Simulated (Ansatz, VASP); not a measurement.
**GaN: VASP beside Ansatz**

The input POSCAR:

```
GaN
1.0
    0.0000000000      2.1528823705      2.1528823705
    2.1528823705      0.0000000000      2.1528823705
    2.1528823705      2.1528823705      0.0000000000
Ga N
1 1
Direct
    0.0000000000      0.0000000000      0.0000000000
    0.5000000000      0.5000000000      0.5000000000
```

The input INCAR.step1:

```
SYSTEM = GaN
  PREC = Accurate
  ENCUT = 520
  ISMEAR = 0
  SIGMA = 0.01
  LREAL = .FALSE.
  LASPH = .TRUE.
  NELM = 100
  NBANDS = 16
  GGA = PE
  ALGO = Normal
  EDIFF = 1E-4
  LWAVE = .TRUE.
  LCHARG = .FALSE.
```

File INCAR.step2:

```
SYSTEM = GaN
  PREC = Accurate
  ENCUT = 520
  EDIFF = 1E-6
  ISMEAR = 0
  SIGMA = 0.01
  LREAL = .FALSE.
  LASPH = .TRUE.
  NELM = 100
  ALGO = Normal
  ISIF = 2
  LWAVE = .FALSE.
  LCHARG = .FALSE.
  METAGGA = R2SCAN
  LMIXTAU = .TRUE.
  NBANDS = 16
  ISTART = 1
```

KPOINTS

```
regular mesh
0
G
  8 8 8
  0 0 0
```

Input for Ansatz:

```yaml
crystal:
  lattice:
    - [0.0, 2.152882370532165, 2.152882370532165]
    - [2.152882370532165, 0.0, 2.152882370532165]
    - [2.152882370532165, 2.152882370532165, 0.0]
  atoms:
    - { symbol: Ga, position: [0.0, 0.0, 0.0] }
    - { symbol: "N", position: [0.5, 0.5, 0.5] }
basis:
  ecutwfc: 653.073269903712
kpoints:
  mp_grid:
    grid: [8, 8, 8]
hamiltonian:
  xc: r2scan
scf:
  algorithm: direct_min
  n_extra_bands: 4
  self_checks: low
  convergence:
    dr2_threshold: 1.0e-05
  mixing:
    algorithm: anderson
    beta: 0.1
  occupations:
    method: fixed
output:
  stress: true
```

Alike in both runs: task single point; functional r2SCAN; k mesh 8 × 8 × 8; no spin polarisation.

|  | VASP | Ansatz |
| --- | --- | --- |
| version | VASP 6.6.1 | Ansatz 0.2.0 |
| potentials or method | VASP PAW PBE potentials, release 64 (Ga_d, N), cutoff 520 eV | plane waves, PAW |
| occupations | gaussian, width 0.01 eV | fixed |
| valence electrons in the cell | 18 | 18 |

Ansatz gave:

* gap on the k mesh at the Fermi level (eV): 0.77
* pressure (GPa): -13.3

Problem. What did VASP give for the same quantities?

Solution. gap on the k mesh at the Fermi level (eV): 0.75; pressure (GPa): -12.4.

VASP's potentials were made for PBE, not for r2SCAN. Ansatz's warnings: stress scf threshold loose.
